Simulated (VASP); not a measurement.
# HfO2: single point with PBE

HfO2:

```
Hf O
1.0
     4.88036    0.00000    0.00000
     0.00000    4.88036    0.00000
     0.00000    0.00000    3.23769
Hf O
2 4
Direct
  0.50000 0.50000 0.00000
  0.00000 0.00000 0.50000
  0.69479 0.69479 0.50000
  0.80521 0.19479 0.00000
  0.19479 0.80521 0.00000
  0.30521 0.30521 0.50000
```

* Program: VASP 6.6.1
* Task: single point
* Functional: PBE
* Potentials or basis: VASP PAW PBE potentials, release 64 (Hf_pv, O)
* Cutoff: 520 eV
* k mesh: 4 × 4 × 6
* Occupations: gaussian, width 0.1 eV
* Spin: no spin polarisation

* Pressure: -2.7 GPa
* Largest force: 0.047 eV/Å
* Band gap on the k mesh: 3.84 eV, direct

Forces on the atoms (eV/Å):
```
Hf   0.000  0.000  0.000
Hf   0.000  0.000  0.000
O   -0.033 -0.033  0.000
O    0.033 -0.033  0.000
O   -0.033  0.033  0.000
O    0.033  0.033  0.000
```

Stress tensor (GPa, compression positive):
```
-2.49  0.00  0.00
 0.00 -2.49  0.00
 0.00  0.00 -3.22
```

Levels at points of the mesh, in eV from the valence-band top:
| k point | band 20 | band 21 | band 22 | band 23 | band 24 | band 25 |
| --- | --- | --- | --- | --- | --- | --- |
| (0.00, 0.00, 0.00) | -0.50 | -0.50 | 0.00 | 3.84 | 4.04 | 5.07 |
| (0.50, 0.00, 0.00) | -1.43 | -0.64 | -0.64 | 4.48 | 4.48 | 6.00 |
| (0.50, 0.50, 0.00) | -1.14 | -0.86 | -0.86 | 4.08 | 4.08 | 5.48 |
| (0.00, 0.00, 0.50) | -1.99 | -0.97 | -0.97 | 5.41 | 5.41 | 5.88 |
| (0.50, 0.00, 0.50) | -1.74 | -0.90 | -0.90 | 4.08 | 4.08 | 6.14 |
| (0.50, 0.50, 0.50) | -1.04 | -0.52 | -0.52 | 4.98 | 4.98 | 5.66 |

It took 38 s on 1 thread of Intel(R) Xeon(R) Platinum 8259CL CPU @ 2.50GHz (Skylake/Cascade Lake), on a shared host, peak memory 0.2 GiB.

Caveat: spin-orbit coupling is left out, which moves the levels of the heavy elements. A hybrid or GW would open this gap; PBE tends to underestimate it.
